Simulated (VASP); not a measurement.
# K: single point with PBEsol

The system is K.

```
K
1.0
    -2.54089    2.54089    2.54089
     2.54089   -2.54089    2.54089
     2.54089    2.54089   -2.54089
K
1
Direct
  0.00000 0.00000 0.00000
```

```
Program             : VASP 6.6.1
Task                : single point
Functional          : PBEsol
Potentials or basis : VASP PAW PBE potentials, release 64 (K_sv)
Cutoff              : 520 eV
k mesh              : 12 × 12 × 12
Occupations         : fermi-dirac, width 0.05 eV
Spin                : no spin polarisation
```

```yaml
Pressure: 0.3 GPa
Band_gap_on_the_k_mesh: zero (an odd number of electrons rules out a gap without spin polarisation)
```

Levels at points of the mesh, in eV from the Fermi level:
```csv
k point,band 1,band 2,band 3,band 4,band 5,band 6,band 7,band 8
"(0.00, 0.00, 0.00)",-31.91,-15.41,-15.41,-15.41,-2.31,4.41,4.41,4.41
"(0.50, 0.00, 0.00)",-31.91,-15.52,-15.45,-15.41,0.44,0.76,3.21,5.13
"(0.50, 0.50, 0.50)",-31.90,-15.49,-15.49,-15.49,1.62,1.62,3.80,3.80
```

Wall time 67 s on 1 thread of Intel Xeon 8259CL, with other jobs on the host, peak memory 0.22 GiB.

Caveat: the PAW data sets were made with another functional, which shifts forces and pressure a little.
